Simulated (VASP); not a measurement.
Write the native input for VASP 6.6.1 that does the following.

```
Task                   : single point
Functional             : LDA
Potentials or basis    : VASP PAW LDA potentials, release 64 (Zn, Se)
Cutoff                 : 520 eV
k mesh                 : 6 × 6 × 6
Occupations            : gaussian, width 0.01 eV
Spin                   : no spin polarisation
Dipole correction      : no
Further INCAR settings : ALGO = Normal; EDIFF = 1e-06; NBANDS = 16
```

The structure of ZnSe (Stilleite) lies in POSCAR:

```
ZnSe
1.0
    0.0000000000      2.8710911185      2.8710911185
    2.8710911185      0.0000000000      2.8710911185
    2.8710911185      2.8710911185      0.0000000000
Zn Se
1 1
Direct
    0.0000000000      0.0000000000      0.0000000000
    0.2500000000      0.2500000000      0.2500000000
```

The input as run:

INCAR

```
PREC = Accurate ; ENCUT = 520
EDIFF = 1E-6 ; ISMEAR = 0
SIGMA = 0.01 ; LREAL = F
LASPH = T ; NELM = 100
ALGO = Normal ; ISIF = 2
LWAVE = F ; LCHARG = T
LELF = T ; LVHAR = T
NBANDS = 16
```

KPOINTS

```
Automatic mesh
0
Gamma
  6 6 6
```

Potentials or basis: VASP PAW LDA potentials, release 64 (Zn, Se).

Command:

```sh
$ cat potpaw_LDA.64/Zn/POTCAR potpaw_LDA.64/Se/POTCAR > POTCAR
$ mpirun -np 1 vasp_std > vasp.out
```

Results of the run:

```json
{
 "Pressure": "-5.1 GPa",
 "Band gap on the k mesh": "0.91 eV, direct"
}
```

It took 17 s on 1 thread of Intel Xeon 6975P-C, with other jobs on the host, peak memory 0.14 GiB.
